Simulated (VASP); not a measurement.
# SiGe3 (P4/mmm) in VASP: relaxation of cell and atoms with PBE

Aim: the relaxation of cell and atoms of SiGe3 with PBE.

Everything below comes from runs of VASP 6.6.1. Logs are shortened: lines on timing, memory, paths and dates and some standing lists are left out, and cuts for length are marked.

**1. The cell of the first run**

Symmetry: P4/mmm, No. 123, tetragonal system. Conventional cell: a = 2.954 Å, b = 2.954 Å, c = 8.570 Å, α = 90.00°, β = 90.00°, γ = 90.00°. Si (site symmetry 4/mmm) has 8 Ge at 2.82 Å and 4 Si at 2.95 Å within 3.7 Å. Ge (site symmetry 4mm) has 4 Si at 2.82 Å and 9 Ge at 2.95 to 3.79 Å within 3.8 Å. Ge (site symmetry 4/mmm) has 12 Ge at 2.95 to 3.17 Å within 3.9 Å.

**2. Relaxation of cell and atoms, PBE**

INCAR

```
SYSTEM = SiGe3
PREC = Accurate
ENCUT = 600
EDIFF = 1E-7
ISMEAR = 0
SIGMA = 0.1
LREAL = .FALSE.
LASPH = .TRUE.
NELM = 60
ALGO = Normal
ISIF = 3
LWAVE = .FALSE.
LCHARG = .FALSE.
GGA = PE
IBRION = 2
NSW = 100
EDIFFG = -0.01
```

KPOINTS

```
Automatic mesh
0
G
  16 16 6
  0 0 0
```

POSCAR

```
SiGe3
1.0
    2.9537301049      0.0000000000      0.0000000000
    0.0000000000      2.9537301049      0.0000000000
    0.0000000000      0.0000000000      8.5704150742
Si Ge
1 3
Direct
    0.5000000000      0.5000000000      0.0000000000
    0.0000000000      0.0000000000      0.7790030537
    0.5000000000      0.5000000000      0.5000000000
    0.0000000000      0.0000000000      0.2209969463
```

Potentials or basis: VASP PAW PBE potentials, release 64 (Si, Ge_d).

Started as:

```console
$ cat potpaw_PBE.64/Si/POTCAR potpaw_PBE.64/Ge_d/POTCAR > POTCAR
$ mpirun -np 1 vasp_std > vasp.out
```

OUTCAR:

```text
SYSTEM = SiGe3
   PREC = Accurate
   ENCUT = 600
   EDIFF = 1E-7
   ISMEAR = 0
   LREAL = .FALSE.
   LASPH = .TRUE.
   NELM = 60
   ISIF = 3
   GGA = PE
   IBRION = 2
   NSW = 100
   EDIFFG = -0.01

 ion  position               nearest neighbor table
   1  0.500  0.500  0.000-   2 2.82   4 2.82   2 2.82   4 2.82   2 2.82   4 2.82   2 2.82   4 2.82

   2  0.000  0.000  0.779-   1 2.82   1 2.82   1 2.82   1 2.82
   3  0.500  0.500  0.500-
   4  0.000  0.000  0.221-   1 2.82   1 2.82   1 2.82   1 2.82

  LATTYP: Found a simple tetragonal cell.
 ALAT       =     2.9537301049
 C/A-ratio  =     2.9015565979

  Lattice vectors:

 A1 = (   2.9537301049,   0.0000000000,   0.0000000000)
 A2 = (   0.0000000000,   2.9537301049,   0.0000000000)
 A3 = (   0.0000000000,   0.0000000000,   8.5704150742)

Analysis of symmetry for initial positions (statically):
=====================================================================
 Subroutine PRICEL returns:
 Original cell was already a primitive cell.

 Routine SETGRP: Setting up the symmetry group for a
 simple tetragonal supercell.

 Subroutine GETGRP returns: Found 16 space group operations
 (whereof 16 operations were pure point group operations)
 out of a pool of 16 trial point group operations.

The static configuration has the point symmetry D_4h.

Analysis of symmetry for dynamics (positions and initial velocities):
=====================================================================
 Subroutine PRICEL returns:
 Original cell was already a primitive cell.

 Routine SETGRP: Setting up the symmetry group for a
 simple tetragonal supercell.

 Subroutine GETGRP returns: Found 16 space group operations
 (whereof 16 operations were pure point group operations)
 out of a pool of 16 trial point group operations.

The dynamic configuration has the point symmetry D_4h.

 Subroutine INISYM returns: Found 16 space group operations
 (whereof 16 operations are pure point group operations),
 and found     1 'primitive' translations

----------------------------------------------------------------------------------------

                                     Primitive cell

  volume of cell :      74.7728

  direct lattice vectors                    reciprocal lattice vectors
[... 112 lines left out ...]
  volume/ion in A,a.u.               =      18.69       126.15
  Fermi-wavevector in a.u.,A,eV,Ry     =   1.392343  2.631147 26.376519  1.938619
  Thomas-Fermi vector in A             =   2.516095
   LORBIT       =      0    0 simple, 1 ext, 2 COOP (PROOUT), +10 PAW based schemes
   GGA     = PE    functional components
   LHFCALC =     F    Hartree Fock is set to
   AEXX    =    0.0000 exact exchange contribution
   IVDW    =     0    specifies the selected vdW correction
   LEPSILON=     F    determine dielectric tensor
   LRPA    =     F    only Hartree local field effects (RPA)
 conjugate gradient relaxation of ions
 non-spin polarized calculation
 Gauss-broadening in eV      SIGMA  =   0.10
  energy-cutoff  :      600.00
  volume of cell :       74.77
 maximum number of plane-waves:      2536
 NGX is ok and might be reduce to    24
   NGX = 11   NGY = 11   NGZ = 35

--------------------------------------- Ionic step        1  -------------------------------------------

 number of electron      46.0000025 magnetization

 Free energy of the ion-electron system (eV)
  ---------------------------------------------------
  ext. energy  EPLUGINS =         0.00000000
  ---------------------------------------------------
  free energy    TOTEN  =       -17.26739063 eV

  energy without entropy =      -17.25521482  energy(sigma->0) =      -17.26130273

------------------------ aborting loop because EDIFF is reached ----------------------------------------

  FORCE on cell =-STRESS in cart. coord.  units (eV):
  Direction    XX          YY          ZZ          XY          YZ          ZX
  --------------------------------------------------------------------------------------
  -------------------------------------------------------------------------------------
  Total       -0.0862875     -0.0862875     -0.2582317      0.0000000      0.0000000      0.0000000
  in kB       -1.8489064     -1.8489064     -5.5332027      0.0000000      0.0000000      0.0000000
  external PRESSURE =      -3.0770051 kB  Pullay stress =       0.0000000 kB
[... 95 lines left out ...]
  FREE ENERGIE OF THE ION-ELECTRON SYSTEM (eV)
  ---------------------------------------------------
  free  energy   TOTEN  =       -17.2840488717 eV

  energy  without entropy=      -17.2728613964  energy(sigma->0) =      -17.27845513

[... ionic steps 4 to 7 ...]

--------------------------------------- Ionic step        8  -------------------------------------------

 number of electron      46.0000014 magnetization

------------------------ aborting loop because EDIFF is reached ----------------------------------------
[... 71 lines left out ...]
--------------------------------------- Ionic step       10  -------------------------------------------

 number of electron      46.0000009 magnetization

 Free energy of the ion-electron system (eV)
  ---------------------------------------------------
  ext. energy  EPLUGINS =         0.00000000
  ---------------------------------------------------
  free energy    TOTEN  =       -17.29358047 eV

  energy without entropy =      -17.28427257  energy(sigma->0) =      -17.28892652

 E-fermi :   7.1273     XC(G=0): -11.1006

 val. band max:        7.1123335941   @ k =   0.2500   0.2500   0.0000
 cond. band min:       7.1299665561   @ k =   0.2500   0.1875   0.3333
 fundamental gap:      0.0176329621
 Fermi energy:         7.1272836340

 k-point     1 :       0.0000    0.0000    0.0000
  band No.  band energies     occupation
      1     -17.7158      2.00000
      2     -17.7094      2.00000
      3     -17.6789      2.00000
      4     -17.6710      2.00000
      5     -17.6542      2.00000
      6     -17.6378      2.00000
[... 709 lines left out ...]
     26      10.9736      0.00000
     27      11.1846      0.00000

 [... further k-points ...]

------------------------ aborting loop because EDIFF is reached ----------------------------------------

  FORCE on cell =-STRESS in cart. coord.  units (eV):
  Direction    XX          YY          ZZ          XY          YZ          ZX
  --------------------------------------------------------------------------------------
  -------------------------------------------------------------------------------------
  Total        0.0128427      0.0128427      0.0119313      0.0000000      0.0000000      0.0000000
  in kB        0.2784151      0.2784151      0.2586571      0.0000000      0.0000000      0.0000000
  external PRESSURE =       0.2718291 kB  Pullay stress =       0.0000000 kB
[... 19 lines left out ...]
  FREE ENERGIE OF THE ION-ELECTRON SYSTEM (eV)
  ---------------------------------------------------
  free  energy   TOTEN  =       -17.2935804699 eV

  energy  without entropy=      -17.2842725661  energy(sigma->0) =      -17.28892652

 reached required accuracy - stopping structural energy minimisation
```

OSZICAR:

```text
N       E                     dE             d eps       ncg     rms          rms(c)
DAV:   1     0.370762974315E+03    0.37076E+03   -0.25301E+04 10394   0.483E+03
DAV:   2     0.423292266475E+02   -0.32843E+03   -0.32244E+03  9720   0.778E+02
DAV:   3    -0.140212596676E+02   -0.56350E+02   -0.54784E+02 10900   0.203E+02
DAV:   4    -0.172802101699E+02   -0.32590E+01   -0.31164E+01 11773   0.516E+01
[... 99 lines left out ...]
DAV:   3    -0.172936060638E+02    0.39387E-03   -0.96922E-04 12943   0.594E-01    0.235E-02
DAV:   4    -0.172935888890E+02    0.17175E-04   -0.89468E-05 10953   0.274E-01    0.133E-02
DAV:   5    -0.172935809390E+02    0.79499E-05   -0.32853E-05 12478   0.103E-01    0.498E-03
DAV:   6    -0.172935805489E+02    0.39012E-06   -0.28419E-06 11494   0.748E-02    0.204E-03
DAV:   7    -0.172935804699E+02    0.78991E-07   -0.57163E-07 10736   0.162E-02
  10 F= -.17293580E+02 E0= -.17288927E+02  d E =-.107095E-03
```

CONTCAR:

```text
SiGe3
   1.00000000000000
     2.9582938122826339    0.0000000000000000    0.0000000000000000
    -0.0000000000000000    2.9582938122826339    0.0000000000000000
    -0.0000000000000000    0.0000000000000000    8.4448374651527569
  Si              Ge
     1     3
Direct
     0.5000000000000000    0.5000000000000000    0.0000000000000000
     0.0000000000000000    0.0000000000000000    0.7676843410821582
     0.5000000000000000    0.5000000000000000    0.5000000000000000
     0.0000000000000000    0.0000000000000000    0.2323156589178416

  0.00000000E+00  0.00000000E+00  0.00000000E+00
  0.00000000E+00  0.00000000E+00  0.00000000E+00
  0.00000000E+00  0.00000000E+00  0.00000000E+00
  0.00000000E+00  0.00000000E+00  0.00000000E+00
```

Run time: 14 min. Hardware: 1 thread of Intel Xeon 6975P-C (Granite Rapids), shared host; peak memory 0.48 GiB.

What came out:

* Free energy: -17.2936 eV
* Relaxed volume: 18.48 Å³/atom
* Relaxed cell: a = 2.958 Å, b = 2.958 Å, c = 8.445 Å, α = 90.00°, β = 90.00°, γ = 90.00°
* Space group after relaxing (to 0.1 Å): P4/mmm (No. 123)
* Energy gained by relaxing: 6.5 meV/atom
* Ionic steps: 10
* Pressure after relaxing: 0.0 GPa
* Largest force after relaxing: 0.004 eV/Å

Forces in eV/Å, atoms in the order of the input:
```
Si   0.000  0.000  0.000
Ge   0.000  0.000 -0.004
Ge   0.000  0.000  0.000
Ge   0.000  0.000  0.004
```

Step by step:
```
step  energy change (eV)  largest force (eV/Å)  pressure (GPa)  volume (Å³)
   1              0.0000                0.2405           -0.31        74.77
   2             -0.0060                0.2222           -0.05        74.38
   3             -0.0167                0.1556            0.82        73.23
   4             -0.0177                0.1178            1.24        72.71
   5             -0.0212                0.0864            1.00        72.94
   6             -0.0261                0.0033            0.21        73.66
   7             -0.0261                0.0113            0.13        73.72
   8             -0.0261                0.0084            0.16        73.70
   9             -0.0262                0.0044            0.12        73.77
  10             -0.0262                0.0036            0.03        73.91
```

Final structure:
```cif
data_structure
_symmetry_space_group_name_H-M 'P 1'
_symmetry_Int_Tables_number 1
_cell_length_a 2.9583
_cell_length_b 2.9583
_cell_length_c 8.4448
_cell_angle_alpha 90.000
_cell_angle_beta 90.000
_cell_angle_gamma 90.000
_cell_volume 73.91
loop_
_atom_site_label
_atom_site_type_symbol
_atom_site_fract_x
_atom_site_fract_y
_atom_site_fract_z
_atom_site_occupancy
Si1 Si 0.50000 0.50000 0.00000 1
Ge1 Ge 0.00000 0.00000 0.76768 1
Ge2 Ge 0.50000 0.50000 0.50000 1
Ge3 Ge 0.00000 0.00000 0.23232 1
```

Caveat: the highest band is partly filled, so the run has too few bands.
